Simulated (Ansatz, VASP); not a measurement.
**SiNi3 in VASP and in Ansatz**

```
Si Ni
1.0
     3.40933    0.00000    0.00000
     0.00000    3.40933    0.00000
     0.00000    0.00000    3.40933
Si Ni
1 3
Direct
  0.00000 0.00000 0.00000
  0.00000 0.50000 0.50000
  0.50000 0.00000 0.50000
  0.50000 0.50000 0.00000
```

Change from the starting cell: equal strain along all axes, cell held, atoms relaxed: -1.5 %.

Alike in both runs: task single point; functional PBEsol; k mesh 16 × 16 × 16; occupations gaussian, width 0.1 eV; no spin polarisation.

```csv
,VASP,Ansatz
version,VASP 6.6.1,Ansatz 0.2.0
potentials or method,"VASP PAW PBE potentials, release 64 (Si, Ni), cutoff 520 eV","scalar-relativistic, plane waves, PAW"
valence electrons in the cell,34,58
```

|  | VASP | Ansatz | Ansatz less VASP |
| --- | --- | --- | --- |
| gap on the k mesh at the Fermi level (eV) | none | none | - |
| pressure (GPa) | 12.3 | 12.1 | -0.20 |

VASP's potentials were made for PBE, not for PBEsol. A gap of «none» marks a metal or a gap that the smearing closes. VASP's potentials hold 34 valence electrons a cell and Ansatz's 58, so a difference there can come from the potentials and not from the codes.
